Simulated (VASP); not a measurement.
The system is MgGe2.

```
Mg Ge
1.0
     0.00000    3.99211    3.99211
     3.99211    0.00000    3.99211
     3.99211    3.99211    0.00000
Mg Ge
2 4
Direct
  0.00000 0.00000 0.00000
  0.25000 0.25000 0.25000
  0.62500 0.62500 0.62500
  0.12500 0.62500 0.62500
  0.62500 0.62500 0.12500
  0.62500 0.12500 0.62500
```

```yaml
Program: VASP 6.6.1
Task: relaxation of cell and atoms
Functional: PBE
Potentials_or_basis: VASP PAW PBE potentials, release 64 (Mg, Ge_d)
Cutoff: 600 eV
k_mesh: 8 × 8 × 8
Occupations: gaussian, width 0.1 eV
Spin: no spin polarisation
```

At the start: pressure -1.6 GPa; volume 21.21 Å³/atom.

**Question.** How do energy, volume and symmetry change on relaxing?

**Answer.** Over 4 steps the energy falls by 3.4 meV/atom and the volume is 20.54 Å³/atom (-3.1 %); space group Fd-3m (No. 227, to 0.05 Å).

The path:
```tsv
step	energy change (eV)	largest force (eV/Å)	pressure (GPa)	volume (Å³)
1	0.0000	0.0000	-1.59	127.24
2	-0.0202	0.0000	-0.12	123.42
3	-0.0202	0.0000	0.12	123.10
4	-0.0203	0.0000	-0.01	123.26
```

Final structure:
```yaml
crystal:
  lattice:
    - [0.00000, 3.94999, 3.94999]
    - [3.94999, 0.00000, 3.94999]
    - [3.94999, 3.94999, 0.00000]
  atoms:
    - { symbol: Mg, position: [0.00000, 0.00000, 0.00000] }
    - { symbol: Mg, position: [0.25000, 0.25000, 0.25000] }
    - { symbol: Ge, position: [0.62500, 0.62500, 0.62500] }
    - { symbol: Ge, position: [0.12500, 0.62500, 0.62500] }
    - { symbol: Ge, position: [0.62500, 0.62500, 0.12500] }
    - { symbol: Ge, position: [0.62500, 0.12500, 0.62500] }
```
